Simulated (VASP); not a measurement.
# TePt (R-3m) in VASP: single point with r2SCAN

Aim: the single point of TePt with r2SCAN.

Program: VASP 6.6.1. These are calculated values, not measurements. Logs are shortened: lines on timing, memory, paths and dates and some standing lists are left out, and cuts for length are marked.

### 1 The cell of the first run

It takes space group R-3m (No. 166, trigonal). The conventional cell has a = 3.963 Å, b = 3.963 Å, c = 19.983 Å, α = 90.00°, β = 90.00°, γ = 120.00°. Te (site symmetry 3m) has 3 Pt at 2.59 Å within 3.4 Å. Pt (site symmetry 3m) has 3 Te at 2.59 Å and 3 Pt at 2.72 Å within 3.4 Å.

### 2 Single point, r2SCAN

POSCAR reads:

```
TePt
1.0
    1.9815661262      1.1440577364      6.6610305258
   -1.9815661262      1.1440577364      6.6610305258
    0.0000000000     -2.2881154728      6.6610305258
Te Pt
2 2
Direct
    0.5980000000      0.5980000000      0.5980000000
    0.4020000000      0.4020000000      0.4020000000
    0.8703333333      0.8703333333      0.8703333333
    0.1296666667      0.1296666667      0.1296666667
```

INCAR.step1 reads:

```
SYSTEM = TePt
PREC = Accurate ; ENCUT = 520
ISMEAR = 0 ; SIGMA = 0.1
LREAL = .FALSE. ; LASPH = .TRUE.
NELM = 80 ; NBANDS = 24
GGA = PE ; ALGO = Normal
EDIFF = 1E-4 ; LWAVE = .TRUE.
LCHARG = .FALSE. ; LUSENCCL = .FALSE.
```

INCAR.step2 reads:

```
SYSTEM = TePt
PREC = Accurate ; ENCUT = 520
EDIFF = 1E-6 ; ISMEAR = 0
SIGMA = 0.1 ; LREAL = .FALSE.
LASPH = .TRUE. ; NELM = 80
ALGO = Normal ; ISIF = 2
LWAVE = .FALSE. ; LCHARG = .FALSE.
METAGGA = R2SCAN ; LMIXTAU = .TRUE.
NBANDS = 24 ; ISTART = 1
LUSENCCL = .FALSE.
```

KPOINTS reads:

```
regular mesh
0
G
  12 12 12
  0 0 0
```

Potentials or basis: VASP PAW PBE potentials, release 64 (Te, Pt).

Started as:

```bash
> cat potpaw_PBE.64/Te/POTCAR potpaw_PBE.64/Pt/POTCAR > POTCAR
> cp INCAR.step1 INCAR
> mpirun -np 1 vasp_std > vasp.out
> cp INCAR.step2 INCAR
> mpirun -np 1 vasp_std > vasp.out
```

OUTCAR:

```text
SYSTEM = TePt
   PREC = Accurate
   ENCUT = 520
   EDIFF = 1E-6
   ISMEAR = 0
   LREAL = .FALSE.
   LASPH = .TRUE.
   NELM = 80
   ISIF = 2
   METAGGA = R2SCAN
   ISTART = 1

 ion  position               nearest neighbor table
   1  0.598  0.598  0.598-   3 2.59   3 2.59   3 2.59   4 3.54   4 3.54   4 3.54   2 3.57   2 3.57
                             2 3.57
   2  0.402  0.402  0.402-   4 2.59   4 2.59   4 2.59   3 3.54   3 3.54   3 3.54   1 3.57   1 3.57
                             1 3.57
   3  0.870  0.870  0.870-   1 2.59   1 2.59   1 2.59   4 2.72   4 2.72   4 2.72   2 3.54   2 3.54
                             2 3.54
   4  0.130  0.130  0.130-   2 2.59   2 2.59   2 2.59   3 2.72   3 2.72   3 2.72   1 3.54   1 3.54
                             1 3.54

  LATTYP: Found a trigonal (rhomboedric) cell.
 ALAT       =     7.0430675194
 COS(alpha) =     0.8416845021

  Lattice vectors:

 A1 = (   1.9815661262,   1.1440577364,   6.6610305258)
 A2 = (  -1.9815661262,   1.1440577364,   6.6610305258)
 A3 = (   0.0000000000,  -2.2881154728,   6.6610305258)

Analysis of symmetry for initial positions (statically):
=====================================================================
 Subroutine PRICEL returns:
 Original cell was already a primitive cell.

 Routine SETGRP: Setting up the symmetry group for a
 trigonal (rhombohedral) supercell.

 Subroutine GETGRP returns: Found 12 space group operations
 (whereof 12 operations were pure point group operations)
 out of a pool of 12 trial point group operations.

The static configuration has the point symmetry D_3d.

Analysis of symmetry for dynamics (positions and initial velocities):
=====================================================================
 Subroutine PRICEL returns:
 Original cell was already a primitive cell.

 Routine SETGRP: Setting up the symmetry group for a
 trigonal (rhombohedral) supercell.

 Subroutine GETGRP returns: Found 12 space group operations
 (whereof 12 operations were pure point group operations)
 out of a pool of 12 trial point group operations.

The dynamic configuration has the point symmetry D_3d.

 Subroutine INISYM returns: Found 12 space group operations
 (whereof 12 operations are pure point group operations),
 and found     1 'primitive' translations

----------------------------------------------------------------------------------------

                                     Primitive cell

  volume of cell :      90.6044

  direct lattice vectors                    reciprocal lattice vectors
     1.981566126  1.144057736  6.661030526     0.252325670  0.145680293  0.050042307
    -1.981566126  1.144057736  6.661030526    -0.252325670  0.145680293  0.050042307
     0.000000000 -2.288115473  6.661030526     0.000000000 -0.291360587  0.050042307

  length of vectors
     7.043067519  7.043067519  7.043067519     0.295626832  0.295626832  0.295626832

  position of ions in fractional coordinates (direct lattice)
     0.598000000  0.598000000  0.598000000
     0.402000000  0.402000000  0.402000000
     0.870333333  0.870333333  0.870333333
     0.129666667  0.129666667  0.129666667

  ion indices of the primitive-cell ions
   primitive index   ion index
                 1           1
                 2           2
                 3           3
                 4           4

----------------------------------------------------------------------------------------

 KPOINTS: regular mesh

Automatic generation of k-mesh.
 Grid dimensions read from file:
 generate k-points for:   12   12   12

 Generating k-lattice:

  Cartesian coordinates                     Fractional coordinates (reciprocal lattice)
     0.021027139  0.012140024  0.004170192     0.083333333 -0.000000000  0.000000000
    -0.021027139  0.012140024  0.004170192    -0.000000000  0.083333333  0.000000000
     0.000000000 -0.024280049  0.004170192     0.000000000  0.000000000  0.083333333

  Length of vectors
     0.024635569  0.024635569  0.024635569

  Shift w.r.t. Gamma in fractional coordinates (k-lattice)
     0.000000000  0.000000000  0.000000000

 Subroutine IBZKPT returns following result:
 ===========================================

 Found    189 irreducible k-points:

 Following reciprocal coordinates:
            Coordinates               Weight
  0.000000  0.000000  0.000000      1.000000
  0.083333  0.000000  0.000000      6.000000
  0.166667  0.000000  0.000000      6.000000
  0.250000  0.000000  0.000000      6.000000
  0.333333  0.000000  0.000000      6.000000
  0.416667  0.000000  0.000000      6.000000
[... 16 lines left out ...]
  0.500000  0.166667  0.000000     12.000000
 -0.416667  0.166667  0.000000     12.000000
 [... further k-points ...]
   k-points           NKPTS =    189   k-points in BZ     NKDIM =    189   number of bands    NBANDS=     24
   number of dos      NEDOS =    301   number of ions     NIONS =      4
   total plane-waves  NPLWV = 157464
   dimension x,y,z NGX =    54 NGY =   54 NGZ =   54
   dimension x,y,z NGXF=   108 NGYF=  108 NGZF=  108
   ions per type =               2   2
   NGX,Y,Z   is equivalent  to a cutoff of  12.75, 12.75, 12.75 a.u.
   NGXF,Y,Z  is equivalent  to a cutoff of  25.49, 25.49, 25.49 a.u.
 SYSTEM =  TePt
   PREC   = accura    normal or accurate (medium, high low for compatibility)
   ISTART =      1    job   : 0-new  1-cont  2-samecut
   ICHARG =      0    charge: 1-file 2-atom 10-const
   ISPIN  =      1    spin polarized calculation?
   LNONCOLLINEAR =      F non collinear calculations
   LSORBIT =      F    spin-orbit coupling
   LASPH  =      T    aspherical Exc in radial PAW
   ENCUT  =  520.0 eV  38.22 Ry    6.18 a.u.  13.10 13.10 13.10*2*pi/ulx,y,z
   NELM   =     80;   NELMIN=  2; NELMDL=  0     # of ELM steps
   EDIFF  = 0.1E-05   stopping-criterion for ELM
   LREAL  =      F    real-space projection
   EDIFFG = 0.1E-04   stopping-criterion for IOM
   NSW    =      0    number of steps for IOM
   IBRION =     -1    ionic relax: 0-MD 1-quasi-New 2-CG
   NFREE  =      0    steps in history (QN), initial steepest desc. (CG)
   ISIF   =      2    stress and relaxation
   ISYM   =      2    0-nonsym 1-usesym 2-fastsym
   POTIM  = 0.5000    time-step for ionic-motion
   TEBEG  =    0.0;   TEEND  =   0.0 temperature during run
   PSTRESS=    0.0 pullay stress
   NELECT =      32.0000    total number of electrons
   NUPDOWN=      -1.0000    fix difference up-down
   EMIN   =  10.00;   EMAX   =-10.00  energy-range for DOS
   EFERMI =   0.00;   METHOD = LEGACY
   ISMEAR =     0;   SIGMA  =   0.10  broadening in eV -4-tet -1-fermi 0-gaus
   EFERMI_NEDOS =   21; number of points for ismear=-14 and -15
   IALGO  =     38    algorithm
   IMIX   =      4    mixing-type and parameters
     AMIX     =   0.40;   BMIX     =  1.00
     AMIX_MAG =   1.60;   BMIX_MAG =  1.00
  volume/ion in A,a.u.               =      22.65       152.86
  Fermi-wavevector in a.u.,A,eV,Ry     =   1.157200  2.186791 18.219723  1.339112
  Thomas-Fermi vector in A             =   2.293814
   LORBIT       =      0    0 simple, 1 ext, 2 COOP (PROOUT), +10 PAW based schemes
   METAGGA = R2SCAN    functional components
   LHFCALC =     F    Hartree Fock is set to
   AEXX    =    0.0000 exact exchange contribution
   IVDW    =     0    specifies the selected vdW correction
   LEPSILON=     F    determine dielectric tensor
   LRPA    =     F    only Hartree local field effects (RPA)
 non-spin polarized calculation
 Gauss-broadening in eV      SIGMA  =   0.10
  energy-cutoff  :      520.00
  volume of cell :       90.60
 maximum number of plane-waves:      2472
 NGX is ok and might be reduce to    54
   NGX = 27   NGY = 27   NGZ = 27

 number of electron      32.0000000 magnetization

 Free energy of the ion-electron system (eV)
  ---------------------------------------------------
  ext. energy  EPLUGINS =         0.00000000
  ---------------------------------------------------
  free energy    TOTEN  =      -155.37963096 eV

  energy without entropy =     -155.37209613  energy(sigma->0) =     -155.37586354

 E-fermi :   8.2831     XC(G=0): -11.5669

 val. band max:        8.2557765836   @ k =   0.3333   0.1667   0.1667
 cond. band min:       8.2839668389   @ k =   0.5000   0.1667   0.1667
 fundamental gap:      0.0281902553
 Fermi energy:         8.2831405719

 k-point     1 :       0.0000    0.0000    0.0000
  band No.  band energies     occupation
      1      -5.5505      2.00000
      2      -3.9232      2.00000
      3       1.2416      2.00000
      4       2.5492      2.00000
      5       2.5492      2.00000
      6       3.2156      2.00000
[... 16 lines left out ...]
     23      14.9340      0.00000
     24      16.8792      0.00000

 k-point     2 :       0.0833    0.0000    0.0000
  band No.  band energies     occupation
      1      -5.4746      2.00000
      2      -3.8970      2.00000
      3       1.3202      2.00000
      4       2.5623      2.00000
      5       2.5926      2.00000
      6       3.1197      2.00000
[... 16 lines left out ...]
     23      15.1472      0.00000
     24      16.0933      0.00000

 k-point     3 :       0.1667    0.0000    0.0000
  band No.  band energies     occupation
      1      -5.2569      2.00000
      2      -3.8191      2.00000
      3       1.5154      2.00000
      4       2.5830      2.00000
      5       2.6155      2.00000
      6       2.9761      2.00000
[... 16 lines left out ...]
     23      15.6650      0.00000
     24      16.0905      0.00000

 k-point     4 :       0.2500    0.0000    0.0000
  band No.  band energies     occupation
      1      -4.9299      2.00000
      2      -3.6993      2.00000
      3       1.6944      2.00000
      4       2.1852      2.00000
      5       2.7228      2.00000
      6       3.2281      2.00000
[... 16 lines left out ...]
     23      16.2595      0.00000
     24      16.8443      0.00000

 k-point     5 :       0.3333    0.0000    0.0000
  band No.  band energies     occupation
      1      -4.5510      2.00000
      2      -3.5740      2.00000
      3       1.6028      2.00000
      4       1.9136      2.00000
      5       2.8768      2.00000
      6       3.6210      2.00000
[... 16 lines left out ...]
     23      16.7504      0.00000
     24      17.5152      0.00000

 k-point     6 :       0.4167    0.0000    0.0000
  band No.  band energies     occupation
      1      -4.2088      2.00000
      2      -3.5071      2.00000
      3       1.4330      2.00000
      4       1.7988      2.00000
      5       3.0439      2.00000
      6       3.8286      2.00000
[... 16 lines left out ...]
     23      17.3410      0.00000
     24      17.9465      0.00000
[... 379 lines left out ...]
 k-point    21 :       0.3333    0.1667    0.0000
  band No.  band energies     occupation
      1      -4.7070      2.00000
      2      -3.7123      2.00000
      3       1.9244      2.00000
      4       2.0701      2.00000
      5       2.9236      2.00000
      6       3.1676      2.00000
[... 16 lines left out ...]
     23      15.8746      0.00000
     24      15.9508      0.00000

 k-point    22 :       0.4167    0.1667    0.0000
  band No.  band energies     occupation
      1      -4.3656      2.00000
      2      -3.5862      2.00000
      3       1.6708      2.00000
      4       2.1060      2.00000
      5       2.9385      2.00000
      6       3.3334      2.00000
[... 16 lines left out ...]
     23      16.2202      0.00000
     24      16.5754      0.00000

 k-point    23 :       0.5000    0.1667    0.0000
  band No.  band energies     occupation
      1      -4.0721      2.00000
      2      -3.5047      2.00000
      3       1.5917      2.00000
      4       2.0332      2.00000
      5       2.9639      2.00000
      6       3.3829      2.00000
[... 16 lines left out ...]
     23      16.2566      0.00000
     24      17.7671      0.00000

 k-point    24 :      -0.4167    0.1667    0.0000
  band No.  band energies     occupation
      1      -3.9569      2.00000
      2      -3.4737      2.00000
      3       1.6420      2.00000
      4       1.9242      2.00000
      5       2.9946      2.00000
      6       3.3768      2.00000
[... 16 lines left out ...]
     23      16.3832      0.00000
     24      18.0479      0.00000

 [... further k-points ...]

------------------------ aborting loop because EDIFF is reached ----------------------------------------

  FORCE on cell =-STRESS in cart. coord.  units (eV):
  Direction    XX          YY          ZZ          XY          YZ          ZX
  --------------------------------------------------------------------------------------
  -------------------------------------------------------------------------------------
  Total        1.4342995      1.4342995      1.5122448      0.0000000     -0.0000000      0.0000000
  in kB       25.3630371     25.3630371     26.7413602      0.0000000     -0.0000000      0.0000000
  external PRESSURE =      25.8224781 kB  Pullay stress =       0.0000000 kB

 VOLUME and BASIS-vectors are now :
 -----------------------------------------------------------------------------
  energy-cutoff  :      520.00
  volume of cell :       90.60
      direct lattice vectors                 reciprocal lattice vectors
     1.981566126  1.144057736  6.661030526     0.252325670  0.145680293  0.050042307
    -1.981566126  1.144057736  6.661030526    -0.252325670  0.145680293  0.050042307
     0.000000000 -2.288115473  6.661030526     0.000000000 -0.291360587  0.050042307

 POSITION                                       TOTAL-FORCE (eV/Angst)
 -----------------------------------------------------------------------------------
      0.00000      0.00000     11.94989         0.000000      0.000000      0.096850
      0.00000      0.00000      8.03320         0.000000      0.000000     -0.096850
      0.00000      0.00000     17.39195         0.000000      0.000000     -0.048990
      0.00000      0.00000      2.59114         0.000000      0.000000      0.048990
 -----------------------------------------------------------------------------------
    total drift:                                0.000000     -0.000000      0.000000

  FREE ENERGIE OF THE ION-ELECTRON SYSTEM (eV)
  ---------------------------------------------------
  free  energy   TOTEN  =      -155.3796309609 eV

  energy  without entropy=     -155.3720961254  energy(sigma->0) =     -155.37586354
```

Wall time 8 min (1 × NVIDIA H100 80GB with 1 thread of AMD EPYC 7R13 (Zen 3), shared host); peak memory 1.7 GiB.

What came out:

| Quantity | Value |
| --- | --- |
| Free energy | -155.3796 eV |
| Pressure | 2.6 GPa |
| Largest force | 0.097 eV/Å |
| Band gap on the k mesh | zero (bands 16 and 17 overlap by 2.73 eV) |

Forces in eV/Å, atoms in the order of the input:
```
Te   0.000  0.000  0.097
Te   0.000  0.000 -0.097
Pt   0.000  0.000 -0.049
Pt   0.000  0.000  0.049
```

Stress tensor (GPa, compression positive):
```
2.54 0.00 0.00
0.00 2.54 0.00
0.00 0.00 2.67
```

Caveat: the PAW data sets were made with another functional, which shifts forces and pressure a little; spin-orbit coupling is left out, which moves the levels of the heavy elements.

The gap in the log of VASP goes by the Fermi energy; the results here count the filled bands.